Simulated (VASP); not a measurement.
**Al16SiN15 (a cell with a defect): single point with HSE06**

System: Al16SiN15 (a cell with a defect).

```
Al N Si
1.0
     6.25951    0.00000    0.00000
    -3.12976    5.42090    0.00000
     0.00000    0.00000   10.03481
Al N Si
16 15 1
Direct
  0.33920 0.16024 0.25070
  0.15833 0.34131 0.50180
  0.32930 0.17199 0.74919
  0.17027 0.32861 0.00525
  0.33868 0.65902 0.25861
  0.17179 0.85901 0.50298
  0.32710 0.66267 0.75319
  0.19332 0.84046 0.99018
  0.84102 0.16158 0.25825
  0.64150 0.32829 0.50246
  0.83751 0.17274 0.75320
  0.65873 0.30612 0.99020
  0.86385 0.63562 0.17701
  0.63579 0.86340 0.52244
  0.83117 0.67018 0.75373
  0.66954 0.82901 0.00032
  0.32201 0.17816 0.43811
  0.17363 0.32668 0.19455
  0.33222 0.16725 0.93582
  0.16481 0.33497 0.69051
  0.31520 0.67811 0.44642
  0.20564 0.83572 0.17541
  0.33993 0.65821 0.94091
  0.16447 0.83504 0.69428
  0.82145 0.18372 0.44609
  0.66348 0.29402 0.17542
  0.83985 0.15850 0.94130
  0.66726 0.33753 0.69413
  0.68841 0.81263 0.20979
  0.83943 0.65978 0.95383
  0.66290 0.83705 0.70402
  0.80179 0.69898 0.39254
```

```yaml
Program: VASP 6.6.1
Task: single point
Functional: HSE06
Potentials_or_basis: VASP PAW PBE potentials, release 64 (Al, N, Si)
Cutoff: 520 eV
k_mesh: 1 × 1 × 1, shifted
Occupations: fermi-dirac, width 0.01 eV
Spin: no spin polarisation
```

| Item | Value |
| --- | --- |
| Largest force | 0.207 eV/Å |

Forces in eV/Å, atoms in the order of the input:
```
Al  -0.008  0.005 -0.003
Al  -0.008  0.005  0.014
Al  -0.009  0.010  0.038
Al   0.010 -0.006  0.003
Al  -0.059  0.011  0.014
Al   0.142  0.071 -0.043
Al   0.022 -0.003  0.033
Al   0.024 -0.006  0.093
Al  -0.039  0.043  0.017
Al   0.012 -0.158 -0.041
Al   0.007 -0.013  0.036
Al   0.021 -0.019  0.091
Al   0.020 -0.011 -0.043
Al  -0.018  0.009 -0.015
Al  -0.008  0.000  0.017
Al   0.013 -0.005 -0.087
N    0.050 -0.029  0.035
N    0.008 -0.007 -0.036
N    0.050 -0.030 -0.027
N    0.009 -0.002  0.001
N    0.010  0.055  0.013
N   -0.093 -0.105 -0.055
N   -0.032  0.058 -0.009
N   -0.019  0.008 -0.043
N   -0.045 -0.028  0.014
N    0.050  0.135 -0.056
N   -0.062  0.000 -0.016
N   -0.027  0.003 -0.044
N    0.142 -0.088  0.122
N   -0.018  0.013  0.047
N   -0.020  0.013 -0.095
Si  -0.125  0.071  0.026
```

Levels at points of the mesh, in eV from the Fermi level:
```
           k point  band 60  band 61  band 62  band 63  band 64  band 65  band 66  band 67
(0.25, 0.25, 0.25)    -2.83    -2.59    -0.65    -0.24     1.89     4.36     4.80     5.14
```

It took 6.7 min on 1 thread of Intel Xeon 8259CL (shared host), peak memory 0.58 GiB.

Caveat: the cell carries a net charge on a neutralising background, which shifts energy and pressure; the cell is charged against a uniform background, so pressure and absolute levels hang on convention; the PAW data sets were made with another functional, which shifts forces and pressure a little.
